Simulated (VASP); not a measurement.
# H3C18N in VASP: a series of runs, part 2 of 2

VASP 6.6.1.

### Step 4. Single point, PBE+D3(BJ)

File INCAR:

```
PREC     = Accurate       # precision mode
ENCUT    = 520            # plane-wave cutoff, eV
EDIFF    = 1E-7           # SCF threshold, eV
ISMEAR   = 0              # smearing method
SIGMA    = 0.05           # smearing width, eV
LREAL    = Auto         
LASPH    = True           # aspherical terms in the spheres
NELM     = 100            # most SCF steps
ALGO     = Normal         # electronic algorithm
ISIF     = 2              # what is computed and relaxed
LWAVE    = False          # write WAVECAR
LCHARG   = False          # write CHGCAR
GGA      = PE             # functional
IVDW     = 12             # dispersion correction
NBANDS   = 57             # bands
```

File KPOINTS:

```
Automatic mesh
0
Gamma
  2 2 1
```

File POSCAR:

```
H3C18N
1.0
    7.3980000000      0.0000000000      0.0000000000
   -3.6990000000      6.4068560000      0.0000000000
    0.0000000000      0.0000000000     12.0000000000
C N H
18 1 3
Direct
    0.0094074327      0.0044669335      0.0663018333
    0.2319020369      0.1146710649      0.0707354167
    0.0097709623      0.3372407621      0.0711910000
    0.2314695863      0.4483273855      0.0742757500
    0.0099091429      0.6714419678      0.0668325833
    0.2316111129      0.7819610742      0.0718815000
    0.3403392757      0.0029510574      0.0751181667
    0.5651830545      0.1165567011      0.0992466667
    0.3420889338      0.3372011171      0.0771220000
    0.5659025345      0.4493917141      0.0808194167
    0.3425442058      0.6702346674      0.0756632500
    0.5651532756      0.7824936287      0.0754034167
    0.6771707421      0.0038070155      0.0790427500
    0.8975881930      0.1147097734      0.0713313333
    0.6795335116      0.3405971665      0.0718890833
    0.8980893683      0.4480300478      0.0680615000
    0.6767206575      0.6727941131      0.0730508333
    0.8987639356      0.7825111100      0.0674578333
    0.5585317796      0.1733241702      0.2475512500
    0.5644625869      0.3478873257      0.2165240000
    0.6865248372      0.1807249921      0.2864151667
    0.4242554960      0.0611882021      0.2849184167
```

Potentials or basis: VASP PAW PBE potentials, release 64 (C, N, H).

Command:

```bash
$ cat potpaw_PBE.64/C/POTCAR potpaw_PBE.64/N/POTCAR potpaw_PBE.64/H/POTCAR > POTCAR
$ mpirun -np 1 vasp_std > vasp.out
```

OUTCAR:

```text
PREC = Accurate
   ENCUT = 520
   EDIFF = 1E-7
   ISMEAR = 0
   LREAL = Auto
   LASPH = True
   NELM = 100
   ISIF = 2
   GGA = PE
   IVDW = 12
 IVDW          = 12

 ion  position               nearest neighbor table
   1  0.009  0.004  0.066-  18 1.42  14 1.42   2 1.43
   2  0.232  0.115  0.071-   7 1.41   1 1.43   9 1.43
   3  0.010  0.337  0.071-   4 1.42  14 1.43  16 1.43
   4  0.231  0.448  0.074-   3 1.42   9 1.42  11 1.42
   5  0.010  0.671  0.067-   6 1.42  18 1.42  16 1.43
   6  0.232  0.782  0.072-   7 1.42   5 1.42  11 1.43
   7  0.340  0.003  0.075-   2 1.41   6 1.42   8 1.47
   8  0.565  0.117  0.099-  13 1.46   7 1.47  15 1.47  19 1.83
   9  0.342  0.337  0.077-   4 1.42   2 1.43  10 1.43
  10  0.566  0.449  0.081-  15 1.43  17 1.43   9 1.43
  11  0.343  0.670  0.076-   4 1.42  12 1.43   6 1.43
  12  0.565  0.782  0.075-  17 1.42  13 1.42  11 1.43
  13  0.677  0.004  0.079-  14 1.42  12 1.42   8 1.46
  14  0.898  0.115  0.071-  13 1.42   1 1.42   3 1.43
  15  0.680  0.341  0.072-  16 1.40  10 1.43   8 1.47
  16  0.898  0.448  0.068-  15 1.40   3 1.43   5 1.43
  17  0.677  0.673  0.073-  12 1.42  18 1.42  10 1.43
  18  0.899  0.783  0.067-   1 1.42   5 1.42  17 1.42
  19  0.559  0.173  0.248-  22 1.03  21 1.03  20 1.32   8 1.83
  20  0.564  0.348  0.217-  19 1.32
  21  0.687  0.181  0.286-  19 1.03
  22  0.424  0.061  0.285-  19 1.03

  LATTYP: Found a hexagonal cell.
 ALAT       =     7.3980000000
 C/A-ratio  =     1.6220600162

  Lattice vectors:

 A1 = (   7.3980000000,   0.0000000000,   0.0000000000)
 A2 = (  -3.6990000000,   6.4068560000,   0.0000000000)
 A3 = (   0.0000000000,   0.0000000000,  12.0000000000)

Analysis of symmetry for initial positions (statically):
=====================================================================
[... 164 lines left out ...]
  volume/ion in A,a.u.               =      25.85       174.47
  Fermi-wavevector in a.u.,A,eV,Ry     =   0.851382  1.608879  9.862209  0.724852
  Thomas-Fermi vector in A             =   1.967507
   LORBIT       =      0    0 simple, 1 ext, 2 COOP (PROOUT), +10 PAW based schemes
   GGA     = PE    functional components
   LHFCALC =     F    Hartree Fock is set to
   AEXX    =    0.0000 exact exchange contribution
   IVDW    =    12    specifies the selected vdW correction
   LEPSILON=     F    determine dielectric tensor
   LRPA    =     F    only Hartree local field effects (RPA)
 non-spin polarized calculation
 Gauss-broadening in eV      SIGMA  =   0.05
  energy-cutoff  :      520.00
  volume of cell :      568.78
 maximum number of plane-waves:     15363
 NGX is ok and might be reduce to    56
   NGX = 27   NGY = 27   NGZ = 45

 number of electron      80.0000001 magnetization

 Free energy of the ion-electron system (eV)
  ---------------------------------------------------
  ext. energy  EPLUGINS =         0.00000000
  ---------------------------------------------------
  free energy    TOTEN  =      -182.19110444 eV

  energy without entropy =     -182.17784409  energy(sigma->0) =     -182.18447427

 E-fermi :  -1.0198     XC(G=0):  -4.0527

 val. band max:       -1.0322669436   @ k =   0.0000   0.0000   0.0000
 cond. band min:      -1.0074209840   @ k =   0.0000   0.0000   0.0000
 fundamental gap:      0.0248459596
 Fermi energy:        -1.0198439638

 k-point     1 :       0.0000    0.0000    0.0000
  band No.  band energies     occupation
      1     -20.7455      2.00000
      2     -19.5536      2.00000
      3     -18.0370      2.00000
      4     -17.9676      2.00000
      5     -17.9474      2.00000
      6     -17.9373      2.00000
[... 209 lines left out ...]
     51       3.8511      0.00000
     52       3.8963      0.00000
 [bands above 52 left out]

------------------------ aborting loop because EDIFF is reached ----------------------------------------

 Edisp (eV)   -1.85705

 E8    (eV) :    -0.5628

  FORCE on cell =-STRESS in cart. coord.  units (eV):
  Direction    XX          YY          ZZ          XY          YZ          ZX
  --------------------------------------------------------------------------------------
  -------------------------------------------------------------------------------------
  Total      -0.21297     0.21603     2.50111     2.26604     0.72192    -0.76740
  in kB      -0.59990     0.60854     7.04536     6.38318     2.03358    -2.16167
  external pressure =        2.35 kB  Pullay stress =        0.00 kB

 VOLUME and BASIS-vectors are now :
 -----------------------------------------------------------------------------
  energy-cutoff  :      520.00
  volume of cell :      568.78
      direct lattice vectors                 reciprocal lattice vectors
     7.398000000  0.000000000  0.000000000     0.135171668  0.078041398  0.000000000
    -3.699000000  6.406856000  0.000000000     0.000000000  0.156082796  0.000000000
     0.000000000  0.000000000 12.000000000     0.000000000  0.000000000  0.083333333

 POSITION                                       TOTAL-FORCE (eV/Angst)
 -----------------------------------------------------------------------------------
      0.05307      0.02862      0.79562        -0.013043      0.013206      0.120494
      1.29144      0.73468      0.84883        -0.030377      0.017958     -0.018489
     -1.17517      2.16065      0.85429        -0.022167      0.030344      0.036444
      0.05405      2.87237      0.89131         0.014688      0.032628      0.070718
     -2.41036      4.30183      0.80199         0.018706     -0.024190      0.033148
     -1.17902      5.00991      0.86258         0.012667      0.009954     -0.039509
[... 14 lines left out ...]
      4.41041      1.15788      3.43698        -0.473700      0.483144     -0.078993
      2.91231      0.39202      3.41902        -0.062886      0.253067      0.082535
 -----------------------------------------------------------------------------------
    total drift:                                0.008841      0.017246     -0.006521

  FREE ENERGIE OF THE ION-ELECTRON SYSTEM (eV)
  ---------------------------------------------------
  free  energy   TOTEN  =      -184.0481587262 eV

  energy  without entropy=     -184.0348983718  energy(sigma->0) =     -184.04152855
```

OSZICAR:

```text
N       E                     dE             d eps       ncg     rms          rms(c)
DAV:   1     0.641305939441E+03    0.64131E+03   -0.32312E+04   456   0.112E+03
DAV:   2    -0.948638761309E+02   -0.73617E+03   -0.69734E+03   671   0.275E+02
DAV:   3    -0.192853037271E+03   -0.97989E+02   -0.97236E+02   560   0.104E+02
[... 18 lines left out ...]
DAV:  22    -0.182191098153E+03   -0.17231E-04   -0.18037E-06   479   0.271E-03    0.905E-04
DAV:  23    -0.182191103057E+03   -0.49046E-05   -0.39350E-07   438   0.129E-03    0.631E-04
DAV:  24    -0.182191104278E+03   -0.12212E-05   -0.11488E-07   366   0.727E-04    0.140E-04
DAV:  25    -0.182191104387E+03   -0.10809E-06   -0.12392E-08   392   0.333E-04    0.717E-05
DAV:  26    -0.182191104444E+03   -0.57573E-07   -0.59540E-09   341   0.179E-04
   1 F= -.18404816E+03 E0= -.18404153E+03  d E =-.132604E-01
```

stdout:

```text
POSCAR found type information on POSCAR C N H
 POSCAR found :  3 types and      22 ions
 scaLAPACK will be used
 LDA part: xc-table for (Slater+PW92), standard interpolation
 POSCAR, INCAR and KPOINTS ok, starting setup
 FFT: planning ... GRIDC
 FFT: planning ... GRID_SOFT
 FFT: planning ... GRID
 WAVECAR not read
 entering main loop
```

It took 9.9 min on 1 thread of Intel Xeon 8259CL, shared host; peak memory 0.61 GiB.

What came out:

| Quantity | Value |
| --- | --- |
| Free energy | -184.0482 eV |
| Largest force | 3.712 eV/Å |
| Band gap on the k mesh | 0.02 eV |
| Dispersion energy per atom | -0.084 eV |

Forces in eV/Å, atoms in the order of the input:
```
C   -0.013  0.013  0.120
C   -0.030  0.018 -0.018
C   -0.022  0.030  0.036
C    0.015  0.033  0.071
C    0.019 -0.024  0.033
C    0.013  0.010 -0.040
C    0.052  0.049 -0.122
C   -0.096  0.143 -1.136
C    0.136  0.026  0.026
C    0.038 -0.024 -0.733
C   -0.029  0.025 -0.019
C   -0.013  0.052  0.099
C   -0.034 -0.001  0.105
C   -0.011 -0.009  0.088
C   -0.141  0.006 -0.344
C    0.068  0.119 -0.061
C    0.023 -0.085  0.097
C   -0.032 -0.001  0.044
N   -1.050  1.895  0.329
H    1.645 -3.009  1.421
H   -0.474  0.483 -0.079
H   -0.063  0.253  0.083
```

Caveat: the k points lie up to 0.49 Å⁻¹ apart; there is no dipole correction, which matters where the two faces differ.

### Step 5. The runs side by side

| cell | gap on the mesh (eV) | largest force (eV/Å) |
| --- | --- | --- |
| as given, atomic positions A | 0.21 | 0.06 |
| as given, atomic positions B | 0.14 | 0.47 |
| as given, atomic positions C | 0.02 | 3.71 |

Alike in all rows: task single point; level PBE+D3(BJ); potentials or basis VASP PAW PBE potentials, release 64 (C, N, H); no spin polarisation; k mesh 2 × 2 × 1; cutoff (eV) 520; smearing gaussian 0.05 eV.

Caveats: all runs use coarse meshes; there is no dipole correction, which matters where the two faces differ.

Absolute energies hang on the potentials; compare differences alone.
